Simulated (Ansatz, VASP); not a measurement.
## One calculation of Si2Ni, two programs

File INCAR:

```
SYSTEM = Si2Ni
ALGO = Normal
EDIFF = 1E-6
EDIFFG = -0.002
ENCUT = 600
GGA = PS
IBRION = 2
ISIF = 3
ISMEAR = -1
LASPH = .TRUE.
LCHARG = .FALSE.
LREAL = .FALSE.
LWAVE = .FALSE.
NELM = 100
NSW = 100
PREC = Accurate
SIGMA = 0.001
```

KPOINTS

```
k-points
0
G
  10 10 10
  0 0 0
```

POSCAR

```
Si2Ni
1.0
    0.0000000000      2.7030000000      2.7030000000
    2.7030000000      0.0000000000      2.7030000000
    2.7030000000      2.7030000000      0.0000000000
Si Ni
2 1
Direct
    0.2500000000      0.2500000000      0.2500000000
    0.7500000000      0.7500000000      0.7500000000
    0.0000000000      0.0000000000      0.0000000000
```

Input for Ansatz:

```yaml
crystal:
  lattice:
    - [0.0, 2.703, 2.703]
    - [2.703, 0.0, 2.703]
    - [2.703, 2.703, 0.0]
  atoms:
    - { symbol: Si, position: [0.25, 0.25, 0.25] }
    - { symbol: Si, position: [0.75, 0.75, 0.75] }
    - { symbol: Ni, position: [0.0, 0.0, 0.0] }
kpoints:
  mp_grid: { grid: [10, 10, 10] }
scf:
  occupations: { method: fermi_dirac, width: 0.001 }
  algorithm: direct_min
hamiltonian:
  xc: pbesol
  pseudopotentials: { kind: paw }
relax:
  f_tol: 0.002
  max_steps: 80
  cell: {}
output:
  forces: true
  stress: true
```

Alike in both runs: task relaxation of cell and atoms; functional PBEsol; k mesh 10 × 10 × 10; occupations fermi-dirac, width 0.001 eV; no spin polarisation.

|  | VASP | Ansatz |
| --- | --- | --- |
| version | VASP 6.6.1 | Ansatz 0.2.0 |
| potentials or method | VASP PAW PBE potentials, release 64 (Si, Ni) | PAW with Ansatz's default frozen-core files, scalar-relativistic |
| plane-wave cutoff (eV) | 600 | 420 |
| valence electrons in the cell | 18 | 26 |

```tsv
	VASP	Ansatz	Ansatz less VASP
relaxed volume (Å³/atom)	13.06	13.06	-0.002
relaxed length of the cell vector where the two differ most in proportion (Å)	3.812	3.812	-0.0002
```

VASP's potentials were made for PBE, not for PBEsol. VASP's potentials hold 18 valence electrons a cell and Ansatz's 26, so a difference there can come from the potentials and not from the codes.
